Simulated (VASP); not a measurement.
**CoW3: single point with PBEsol**

CoW3:

```
Co W
1.0
     3.95470    0.00000    0.00000
     0.00000    3.95470    0.00000
     0.00000    0.00000    4.05116
Co W
1 3
Direct
  0.00000 0.00000 0.00000
  0.00000 0.50000 0.50000
  0.50000 0.00000 0.50000
  0.50000 0.50000 0.00000
```

This cell differs from its parent crystal: strain +0.025 along x and y, +0.050 along z.

```
Program             : VASP 6.6.1
Task                : single point
Functional          : PBEsol
Potentials or basis : VASP PAW PBE potentials, release 64 (Co, W_sv)
Cutoff              : 520 eV
k mesh              : 12 × 12 × 12
Occupations         : gaussian, width 0.15 eV
Spin                : no spin polarisation
```

| Item | Value |
| --- | --- |
| Pressure | -23.5 GPa |
| Band gap on the k mesh | zero (an odd number of electrons rules out a gap without spin polarisation) |

Stress tensor (GPa, compression positive):
```
-23.25   0.00   0.00
  0.00 -23.25   0.00
  0.00   0.00 -23.90
```

Levels at points of the mesh, in eV from the Fermi level:
```tsv
k point	band 21	band 22	band 23	band 24	band 25	band 26	band 27	band 28	band 29	band 30
(0.00, 0.00, 0.00)	-0.88	-0.88	0.28	0.42	2.48	2.62	2.62	2.67	2.93	2.93
(0.50, 0.00, 0.00)	-1.83	-1.72	-0.89	0.16	0.18	0.18	0.70	0.85	1.60	1.69
(0.50, 0.50, 0.00)	-1.80	-1.80	-1.78	-1.59	-0.83	0.55	0.55	1.03	1.03	1.09
(0.00, 0.00, 0.50)	-1.77	-1.77	-0.98	-0.14	0.27	0.27	0.50	0.93	1.61	1.83
(0.50, 0.00, 0.50)	-1.79	-1.78	-1.77	-1.60	-0.84	0.51	0.52	0.93	0.94	0.99
(0.50, 0.50, 0.50)	-1.11	-0.77	-0.77	-0.53	0.38	0.38	0.40	0.88	2.21	2.21
```

Run time: 4.9 min on 1 thread of Intel(R) Xeon(R) 6975P-C (Granite Rapids), with other jobs on the host, peak memory 0.43 GiB.

Caveat: the cell differs from its parent crystal (strain +0.025 along x and y, +0.050 along z); the cell stands under tension; the PAW data sets were made with another functional, which shifts forces and pressure a little; spin-orbit coupling is left out, which moves the levels of the heavy elements; the run has no spin polarisation, though such a crystal can be magnetic. Spin polarisation is off, so any magnetic state and its effect on volume and gap are missing.
